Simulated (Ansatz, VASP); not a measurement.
**Pd: VASP beside Ansatz**

Contents of INCAR:

```
SYSTEM = Pd
  PREC = Accurate
  ENCUT = 600
  EDIFF = 1E-6
  ISMEAR = 0
  SIGMA = 0.1
  LREAL = .FALSE.
  LASPH = .TRUE.
  NELM = 60
  ALGO = Normal
  ISIF = 3
  LWAVE = .FALSE.
  LCHARG = .FALSE.
  GGA = PS
  IBRION = 2
  NSW = 80
  EDIFFG = -0.01
```

KPOINTS

```
regular mesh
0
G
  18 18 10
  0 0 0
```

The input POSCAR:

```
Pd
1.0
    2.7293689838      0.0000000000      0.0000000000
   -1.3646844919      2.3637028763      0.0000000000
    0.0000000000      0.0000000000      4.5320612339
Pd
2
Direct
    0.3333333333      0.6666666667      0.2500000000
    0.6666666667      0.3333333333      0.7500000000
```

Input for Ansatz:

```yaml
crystal:
  lattice:
    - [2.7293690005, 0.0, 0.0]
    - [-1.3646845003, 2.3637028908, 0.0]
    - [0.0, 0.0, 4.5320611333]
  atoms:
    - { symbol: Pd, position: [0.3333333333, 0.6666666667, 0.25] }
    - { symbol: Pd, position: [0.6666666667, 0.3333333333, 0.75] }
basis:
  ecutwfc: 420
kpoints:
  mp_grid: { grid: [18, 18, 10] }
hamiltonian:
  xc: pbesol
scf:
  occupations: { method: gaussian, width: 0.1 }
output:
  forces: true
  stress: true
  eigenvalues: true
relax:
  adjacent_minimum: "off"
  f_tol: 0.01
  max_steps: 60
  cell: { stress_tol: 0.1 }
```

Alike in both runs: task relaxation of cell and atoms; functional PBEsol; k mesh 18 × 18 × 10; occupations gaussian, width 0.1 eV; no spin polarisation.

|  | VASP | Ansatz |
| --- | --- | --- |
| version | VASP 6.6.1 | Ansatz 0.2.0 |
| potentials or method | VASP PAW PBE potentials, release 64 (Pd), cutoff 600 eV | scalar-relativistic, plane waves, PAW |
| valence electrons in the cell | 20 | 36 |

|  | VASP | Ansatz | Ansatz less VASP |
| --- | --- | --- | --- |
| gap on the k mesh at the Fermi level, each at its own relaxed structure (eV) | none | none | - |
| relaxed volume (Å³/atom) | 14.59 | 14.62 | +0.028 |
| relaxed length of the cell vector where the two differ most in proportion (Å) | 4.562 | 4.567 | +0.0046 |

VASP's potentials were made for PBE, not for PBEsol. A gap of «none» marks a metal or a gap that the smearing closes. VASP's potentials hold 20 valence electrons a cell and Ansatz's 36, so a difference there can come from the potentials and not from the codes.
